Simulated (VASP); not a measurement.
# Ru (P6/mmm) in VASP: notebook, part 2 of 2

VASP 6.6.1. The steps go on from the part before.

### Step 3. Single point, LDA

The input, INCAR:

```
  PREC = Accurate
  ENCUT = 520
  EDIFF = 1E-6
  ISMEAR = -1
  SIGMA = 0.1
  LREAL = F
  LASPH = T
  NELM = 60
  ALGO = Normal
  ISIF = 2
  LWAVE = F
  LCHARG = F
  NBANDS = 13
```

The input, KPOINTS:

```
Automatic mesh
0
Gamma
  20 20 19
```

The input, POSCAR:

```
Ru
1.0
    2.1805909457      0.0000000000      0.0000000000
   -1.0902954729      1.8884471542      0.0000000000
    0.0000000000      0.0000000000      2.0341066526
Ru
1
Direct
    0.0000000000      0.0000000000      0.0000000000
```

Potentials or basis: VASP PAW LDA potentials, release 64 (Ru_pv).

The run is started by

```bash
$ cat potpaw_LDA.64/Ru_pv/POTCAR > POTCAR
$ mpirun -np 1 vasp_std > vasp.out
```

It took 9 s on 1 thread of Intel Xeon 6975P-C (Granite Rapids), shared host; peak memory 0.15 GiB.

Results (log left out):

```yaml
Free_energy: -3.8527 eV
Pressure: 525.0 GPa
Band_gap_on_the_k_mesh: zero (band 7 reaches 29.79 eV, above the bottom of band 8 at 21.40 eV)
```

Stress tensor (GPa, compression positive):
```
523.14   0.00   0.00
  0.00 523.14   0.00
  0.00   0.00 528.74
```

Levels at points of the mesh, in eV from the Fermi level:
| k point | band 4 | band 5 | band 6 | band 7 | band 8 | band 9 | band 10 | band 11 |
| --- | --- | --- | --- | --- | --- | --- | --- | --- |
| (0.00, 0.00, 0.00) | -11.77 | -10.42 | -5.69 | -5.69 | 4.46 | 4.46 | 10.10 | 13.15 |
| (0.50, 0.00, 0.00) | -12.40 | -8.14 | -2.12 | 1.67 | 3.01 | 4.89 | 10.10 | 16.84 |

### Step 4. Single point, LDA

This run uses another cell than the first one: it holds 3 atoms, not 1.

The input, INCAR:

```
SYSTEM = Ru
PREC = Accurate
ENCUT = 520
EDIFF = 1E-6
ISMEAR = -1
SIGMA = 0.1
LREAL = .FALSE.
LASPH = .TRUE.
NELM = 60
ALGO = Normal
ISIF = 2
LWAVE = .FALSE.
LCHARG = .FALSE.
NBANDS = 28
```

The input, KPOINTS:

```
regular mesh
0
G
  10 10 14
  0 0 0
```

The input, POSCAR:

```
Ru
1.0
    3.5943792425      0.0000000000      0.0000000000
   -1.7971896212      3.1128237348      0.0000000000
    0.0000000000      0.0000000000      2.2005854998
Ru
3
Direct
    0.0000000000      0.0000000000      0.0000000000
    0.3333333333      0.6666666667      0.5000000000
    0.6666666667      0.3333333333      0.5000000000
```

The run is started by

```bash
$ cat potpaw_LDA.64/Ru_pv/POTCAR > POTCAR
$ mpirun -np 1 vasp_std > vasp.out
```

Wall time 33 s (1 thread of Intel Xeon 6975P-C (Granite Rapids), shared host); peak memory 0.16 GiB.

It converged, with:

* Free energy: -14.8462 eV
* Pressure: 525.4 GPa
* Band gap on the k mesh: zero (band 21 reaches 27.15 eV, above the bottom of band 22 at 21.93 eV)

Stress tensor (GPa, compression positive):
```
526.72   0.00   0.00
  0.00 526.72   0.00
  0.00   0.00 522.66
```

Levels at points of the mesh, in eV from the Fermi level:
```tsv
k point	band 19	band 20	band 21	band 22	band 23	band 24
(0.00, 0.00, 0.00)	-4.67	-2.99	-2.99	-2.88	-2.88	3.98
(0.50, 0.00, 0.00)	-2.27	-2.20	1.31	1.87	1.95	1.95
(0.00, 0.00, 0.50)	-3.62	1.30	1.30	2.85	2.85	5.82
(0.50, 0.00, 0.50)	-1.57	-0.22	0.62	1.83	2.91	5.00
```

### Step 5. Single point, LDA

This run uses another cell than the first one: it holds 3 atoms, not 1.

The input, INCAR:

```
SYSTEM = Ru
PREC     = Accurate       ! precision mode
ENCUT    = 520            ! plane-wave cutoff, eV
EDIFF    = 1E-6           ! SCF threshold, eV
ISMEAR   = -1             ! smearing method
SIGMA    = 0.1            ! smearing width, eV
LREAL    = .False.        ! projectors in reciprocal space
LASPH    = .True.         ! aspherical terms in the spheres
NELM     = 60             ! most SCF steps
ALGO     = Normal         ! electronic algorithm
ISIF     = 2              ! what is computed and relaxed
LWAVE    = .False.        ! write WAVECAR
LCHARG   = .False.        ! write CHGCAR
GGA      = CA             ! functional
NBANDS   = 28             ! bands
```

The input, KPOINTS:

```
regular mesh
0
Gamma
  10 10 14
  0 0 0
```

The input, POSCAR:

```
Ru
1.0
    3.5949768168      0.0000000000      0.0000000000
   -1.7974884084      3.1133412494      0.0000000000
    0.0000000000      0.0000000000      2.2010632530
Ru
3
Direct
    0.0000000000      0.0000000000      0.0000000000
    0.3333333333      0.6666666667      0.5000000000
    0.6666666667      0.3333333333      0.5000000000
```

The run is started by

```bash
$ cat potpaw_LDA.64/Ru_pv/POTCAR > POTCAR
$ mpirun -np 1 vasp_std > vasp.out
```

Wall time 35 s (1 thread of Intel Xeon 6975P-C (Granite Rapids), shared host); peak memory 0.17 GiB.

It converged, with:

* Free energy: -14.8906 eV
* Pressure: 524.2 GPa
* Band gap on the k mesh: zero (band 21 reaches 27.13 eV, above the bottom of band 22 at 21.91 eV)

Stress tensor (GPa, compression positive):
```
525.53   0.00   0.00
  0.00 525.53   0.00
  0.00   0.00 521.40
```

Levels at points of the mesh, in eV from the Fermi level:
```
           k point  band 17  band 18  band 19  band 20  band 21  band 22  band 23  band 24  band 25  band 26
(0.00, 0.00, 0.00)    -5.88    -4.66    -4.66    -2.99    -2.99    -2.88    -2.88     3.98     3.98     9.51
(0.50, 0.00, 0.00)    -5.27    -4.65    -2.27    -2.20     1.31     1.87     1.95     1.95     2.35     3.06
(0.00, 0.00, 0.50)    -4.31    -3.62    -3.62     1.30     1.30     2.85     2.85     5.81     7.95     9.05
(0.50, 0.00, 0.50)    -4.59    -3.33    -1.57    -0.22     0.62     1.83     2.91     4.99     5.85     9.53
```

### Step 6. Relaxation of cell and atoms, LDA, target pressure 510 GPa, at which the enthalpy is minimised

This run uses another cell than the first one, of 8.32 Å³/atom, 0.994 times its volume.

The input, INCAR:

```
SYSTEM = Ru
PREC = Accurate ; ENCUT = 600
EDIFF = 1E-6 ; ISMEAR = -1
SIGMA = 0.1 ; LREAL = .False.
LASPH = .True. ; NELM = 100
ALGO = Normal ; ISIF = 3
LWAVE = .False. ; LCHARG = .False.
IBRION = 2 ; NSW = 60
EDIFFG = -0.005 ; PSTRESS = 5100.0
```

The input, KPOINTS:

```
regular mesh
0
Gamma
  20 20 19
  0 0 0
```

The input, POSCAR:

```
Ru
1.0
    2.1700670621      0.0000000000      0.0000000000
   -1.0850335311      1.8793332037      0.0000000000
    0.0000000000      0.0000000000      2.0398630384
Ru
1
Direct
    0.0000000000      0.0000000000      0.0000000000
```

Potentials or basis: VASP PAW LDA potentials, release 64 (Ru_pv).

The run is started by

```bash
$ cat potpaw_LDA.64/Ru_pv/POTCAR > POTCAR
$ mpirun -np 1 vasp_std > vasp.out
```

It took 2.3 min on 1 thread of Intel Xeon 6975P-C (Granite Rapids), shared host; peak memory 0.18 GiB.

It converged, with:

```yaml
Free_energy: -4.0456 eV
Relaxed_volume: 8.44 Å³/atom
Relaxed_cell: a = 2.185 Å, b = 2.185 Å, c = 2.041 Å, α = 90.00°, β = 90.00°, γ = 120.00°
Space_group_after_relaxing_to_0.05_Å: P6/mmm (No. 191)
Energy_change_on_relaxing_the_enthalpy_is_what_falls: -384.1 meV/atom
Ionic_steps: 19
Pressure_after_relaxing: 509.9 GPa
Band_gap_on_the_k_mesh: zero (band 7 reaches 29.55 eV, above the bottom of band 8 at 21.22 eV)
```

Step by step:
| step | energy change (eV) | largest force (eV/Å) | pressure (GPa) | volume (Å³) |
| --- | --- | --- | --- | --- |
| 1 | 0.0000 | 0.0000 | 539.81 | 8.32 |
| 2 | -4.2563 | 0.0000 | 204.05 | 10.32 |
| 3 | -0.4567 | 0.0000 | 504.29 | 8.46 |
| 4 | -0.4011 | 0.0000 | 508.50 | 8.44 |
| 5 | -0.3932 | 0.0000 | 509.13 | 8.44 |
| 6 | -0.2578 | 0.0000 | 519.63 | 8.40 |
| 7 | -0.3769 | 0.0000 | 510.56 | 8.43 |
| 8 | -0.3765 | 0.0000 | 510.56 | 8.43 |
| 9 | -0.3219 | 0.0000 | 514.88 | 8.42 |
| 10 | -0.3762 | 0.0000 | 510.67 | 8.43 |
| 11 | -0.4651 | 0.0000 | 503.67 | 8.46 |
| 12 | -0.3841 | 0.0000 | 509.96 | 8.44 |
| 13 | -0.3831 | 0.0000 | 509.99 | 8.44 |
| 14 | -0.3809 | 0.0000 | 510.08 | 8.43 |
| 15 | -0.3814 | 0.0000 | 510.20 | 8.43 |
| 16 | -0.3826 | 0.0000 | 510.16 | 8.44 |
| 17 | -0.3830 | 0.0000 | 510.09 | 8.44 |
| 18 | -0.3884 | 0.0000 | 509.66 | 8.44 |
| 19 | -0.3841 | 0.0000 | 509.95 | 8.44 |

Final structure:
```cif
data_structure
_symmetry_space_group_name_H-M 'P 1'
_symmetry_Int_Tables_number 1
_cell_length_a 2.1846
_cell_length_b 2.1846
_cell_length_c 2.0411
_cell_angle_alpha 90.000
_cell_angle_beta 90.000
_cell_angle_gamma 120.000
_cell_volume 8.44
loop_
_atom_site_label
_atom_site_type_symbol
_atom_site_fract_x
_atom_site_fract_y
_atom_site_fract_z
_atom_site_occupancy
Ru1 Ru 0.00000 0.00000 0.00000 1
```

Levels at points of the mesh, in eV from the Fermi level:
```tsv
k point	band 3	band 4	band 5	band 6	band 7	band 8	band 9	band 10	band 11
(0.00, 0.00, 0.00)	-42.21	-11.66	-10.40	-5.63	-5.63	4.41	4.41	10.11	13.22
(0.50, 0.00, 0.00)	-41.55	-12.29	-8.07	-2.12	1.65	2.97	4.87	10.11	16.74
```

Caveat: the cell is relaxed towards a set pressure, so the enthalpy falls and the energy may rise.

### Step 7. Relaxation of cell and atoms, LDA, target pressure 510 GPa, at which the enthalpy is minimised

The input, INCAR:

```
  PREC = Accurate
  ENCUT = 600
  EDIFF = 1E-6
  ISMEAR = -1
  SIGMA = 0.1
  LREAL = F
  LASPH = T
  NELM = 80
  ALGO = Normal
  ISIF = 3
  LWAVE = F
  LCHARG = F
  GGA = CA
  IBRION = 2
  NSW = 32
  EDIFFG = -0.005
  PSTRESS = 5100.0
```

The input, KPOINTS:

```
regular mesh
0
Gamma
  20 20 19
```

The input, POSCAR:

```
Ru
1.0
    2.1800051484      0.0000000000      0.0000000000
   -1.0900025742      1.8879398389      0.0000000000
    0.0000000000      0.0000000000      2.0337940150
Ru
1
Direct
    0.0000000000      0.0000000000      0.0000000000
```

The run is started by

```bash
$ cat potpaw_LDA.64/Ru_pv/POTCAR > POTCAR
$ mpirun -np 1 vasp_std > vasp.out
```

Wall time 90 s (1 thread of Intel Xeon 6975P-C (Granite Rapids), shared host); peak memory 0.17 GiB.

The run converged. Its results:

```yaml
Free_energy: -4.0458 eV
Relaxed_volume: 8.44 Å³/atom
Relaxed_cell: a = 2.185 Å, b = 2.185 Å, c = 2.041 Å, α = 90.00°, β = 90.00°, γ = 120.00°
Space_group_after_relaxing_to_0.05_Å: P6/mmm (No. 191)
Energy_change_on_relaxing_the_enthalpy_is_what_falls: -211.3 meV/atom
Ionic_steps: 9
Pressure_after_relaxing: 509.9 GPa
Band_gap_on_the_k_mesh: zero (band 7 reaches 29.55 eV, above the bottom of band 8 at 21.22 eV)
```

The path:
```
step  energy change (eV)  largest force (eV/Å)  pressure (GPa)  volume (Å³)
   1              0.0000                0.0000          526.52         8.37
   2             -2.7690                0.0000          309.07         9.46
   3             -0.2286                0.0000          508.74         8.44
   4             -0.2143                0.0000          509.70         8.44
   5             -0.2101                0.0000          510.05         8.44
   6             -0.1947                0.0000          511.11         8.43
   7             -0.2079                0.0000          510.27         8.43
   8             -0.2444                0.0000          507.41         8.45
   9             -0.2113                0.0000          509.93         8.44
```

Final structure:
```cif
data_structure
_symmetry_space_group_name_H-M 'P 1'
_symmetry_Int_Tables_number 1
_cell_length_a 2.1846
_cell_length_b 2.1846
_cell_length_c 2.0411
_cell_angle_alpha 90.000
_cell_angle_beta 90.000
_cell_angle_gamma 120.000
_cell_volume 8.44
loop_
_atom_site_label
_atom_site_type_symbol
_atom_site_fract_x
_atom_site_fract_y
_atom_site_fract_z
_atom_site_occupancy
Ru1 Ru 0.00000 0.00000 0.00000 1
```

Levels at points of the mesh, in eV from the Fermi level:
```csv
k point,band 4,band 5,band 6,band 7,band 8,band 9,band 10,band 11
"(0.00, 0.00, 0.00)",-11.66,-10.40,-5.63,-5.63,4.41,4.41,10.11,13.22
"(0.50, 0.00, 0.00)",-12.29,-8.07,-2.12,1.65,2.97,4.87,10.11,16.74
```

Caveat: the cell is relaxed towards a set pressure, so the enthalpy falls and the energy may rise.

### Step 8. Summary

| task | cell | k mesh | cutoff (eV) | gap on the mesh (eV) | pressure (GPa) |
| --- | --- | --- | --- | --- | --- |
| single point | a = 2.180, b = 2.180, c = 2.034 Å, angles 90.0, 90.0, 120.0°, 1 atom | 20 × 20 × 19 | 520 | none | 526.5 |
| single point | a = 2.181, b = 2.181, c = 2.034 Å, angles 90.0, 90.0, 120.0°, 1 atom | 20 × 20 × 19 | 520 | none | 525.0 |
| single point | a = 3.594, b = 3.594, c = 2.201 Å, angles 90.0, 90.0, 120.0°, 3 atoms | 10 × 10 × 14 | 520 | none | 525.4 |
| single point | a = 3.595, b = 3.595, c = 2.201 Å, angles 90.0, 90.0, 120.0°, 3 atoms | 10 × 10 × 14 | 520 | none | 524.2 |
| relaxation of cell and atoms | relaxed to 510 GPa from a = 2.170, b = 2.170, c = 2.040 Å, angles 90.0, 90.0, 120.0°, 1 atom | 20 × 20 × 19 | 600 | none | 509.9 |
| relaxation of cell and atoms | relaxed to 510 GPa from a = 2.180, b = 2.180, c = 2.034 Å, angles 90.0, 90.0, 120.0°, 1 atom | 20 × 20 × 19 | 600 | none | 509.9 |

Alike in all rows: level LDA; potentials or basis VASP PAW LDA potentials, release 64 (Ru_pv); no spin polarisation; smearing fermi-dirac 0.1 eV.

Caveats: the cell is relaxed towards a set pressure, so the enthalpy falls and the energy may rise (some runs).

Absolute energies hang on the potentials; compare differences alone.
